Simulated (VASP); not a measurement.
Wanted: the native input for a VASP 6.6.1 run.

```yaml
Task: single point
Functional: PBEsol
Potentials_or_basis: VASP PAW PBE potentials, release 64 (Mg, I)
Cutoff: 520 eV
k_mesh: 6 × 6 × 4
Occupations: gaussian, width 0.02 eV
Spin: no spin polarisation
Dipole_correction: no
Further_INCAR_settings: ALGO = Normal; EDIFF = 1e-06; NBANDS = 15
```

The structure of MgI2 lies in POSCAR:

```
MgI2
1.0
    3.9448428829      0.0000000000      0.0000000000
   -1.9724214414      3.4163341505      0.0000000000
    0.0000000000      0.0000000000      7.2139923053
Mg I
1 2
Direct
    0.0000000000      0.0000000000      0.0000000000
    0.3333333333      0.6666666667      0.7600444435
    0.6666666667      0.3333333333      0.2399555565
```

This cell differs from its parent crystal: biaxial strain in the a-b plane: -4.5 %.

These files were run (other wordings do the same):

INCAR

```
PREC = Accurate
ENCUT = 520
EDIFF = 1E-6
ISMEAR = 0
SIGMA = 0.02
LREAL = False
LASPH = True
NELM = 100
ALGO = Normal
ISIF = 2
LWAVE = False
LCHARG = False
GGA = PS
NBANDS = 15
```

KPOINTS

```
regular mesh
0
Gamma
  6 6 4
```

Potentials or basis: VASP PAW PBE potentials, release 64 (Mg, I).

The run is started by

```console
$ cat potpaw_PBE.64/Mg/POTCAR potpaw_PBE.64/I/POTCAR > POTCAR
$ mpirun -np 1 vasp_std > vasp.out
```

Results of the run:

The pressure is 2.1 GPa, the largest force is 0.023 eV/Å and the band gap on the k mesh is 3.30 eV, indirect (least direct gap 3.71 eV).

Caveat: the cell differs from its parent crystal (biaxial strain in the a-b plane: -4.5 %); the PAW data sets were made with another functional, which shifts forces and pressure a little; spin-orbit coupling is left out, which moves the levels of the heavy elements; this functional lacks dispersion, which binds the layers, so the pressure and a relaxed spacing across them are unreliable.

Run time: 33 s on 1 thread of Intel(R) Xeon(R) Platinum 8259CL CPU @ 2.50GHz (Skylake/Cascade Lake), with other jobs on the host, peak memory 0.22 GiB.
